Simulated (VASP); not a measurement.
**Nb: single point with LDA**

The system is Nb.

```
Nb
1.0
     2.66513    0.00000    0.00000
    -1.33257    2.30807    0.00000
     0.00000    0.00000    4.87367
Nb
2
Direct
  0.33333 0.66667 0.25000
  0.66667 0.33333 0.75000
```

* Program: VASP 6.6.1
* Task: single point
* Functional: LDA
* Potentials or basis: VASP PAW LDA potentials, release 64 (Nb_sv)
* Cutoff: 520 eV
* k mesh: 9 × 9 × 5
* Occupations: fermi-dirac, width 0.1 eV
* Spin: no spin polarisation
* Dipole correction: no
* Further INCAR settings: ALGO = Normal; EDIFF = 1e-06; NBANDS = 20

The pressure is 40.0 GPa. The band gap on the k mesh is zero (band 13 reaches 16.13 eV, above the bottom of band 14 at 13.15 eV).

Stress tensor (GPa, compression positive):
```
40.00  0.00  0.00
 0.00 40.00  0.00
 0.00  0.00 39.92
```

Levels at points of the mesh, in eV from the Fermi level:
| k point | band 11 | band 12 | band 13 | band 14 | band 15 | band 16 |
| --- | --- | --- | --- | --- | --- | --- |
| (0.00, 0.00, 0.00) | -1.54 | 0.13 | 0.13 | 0.73 | 0.73 | 1.37 |

Wall time 14 s on 1 thread of Intel(R) Xeon(R) Platinum 8375C CPU @ 2.90GHz (Ice Lake), on a shared host, peak memory 0.13 GiB.
